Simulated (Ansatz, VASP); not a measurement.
Two plane-wave programs on CaSi3N2

```xyz
6
Lattice="5.3955 0.0000 0.0000 -2.6978 4.6727 0.0000 0.0000 0.0000 5.1894" Properties=species:S:1:pos:R:3 pbc="T T T"
Ca    0.0000    0.0000    0.0000
Si    0.0000    0.0000    2.5947
Si    0.0000    3.1151    0.0000
Si    0.0000    3.1151    2.5947
N     2.6978    1.5576    0.5592
N     2.6978    1.5576    4.6302
```

Change from the starting cell: species swapped into the Eu2Si3Au type (P-6m2, No. 187).

Alike in both runs: functional PBE; k mesh 6 × 6 × 2; occupations gaussian, width 0.1 eV; no spin polarisation.

Ansatz relaxed the structure, and its values are those at the end. VASP's run is a single point on that final structure, the one shown.

```csv
,VASP,Ansatz
version,VASP 6.6.1,Ansatz 0.2.0
potentials or method,"VASP PAW PBE potentials, release 64 (Ca_sv, Si, N), cutoff 600 eV","scalar-relativistic, plane waves, PAW"
valence electrons in the cell,32,32
```

Ansatz gave:

| Property | Result |
| --- | --- |
| gap on the k mesh at the Fermi level (eV) | none |
| pressure (GPa) | 0.1 |
| rms of the force components (eV/Å) | 0.002 |

Task: Estimate VASP's values.

Result: gap on the k mesh at the Fermi level (eV): none; pressure (GPa): 0.7; rms of the force components (eV/Å): 0.447.

A gap of «none» marks a metal or a gap that the smearing closes. One of these differences is far larger than is usual between the two programs; its cause wasn't traced.

The k mesh is coarse, so the values compare programs but aren't converged. Noted on VASP's run: the standard files for N, O and F lose accuracy on very short bonds.
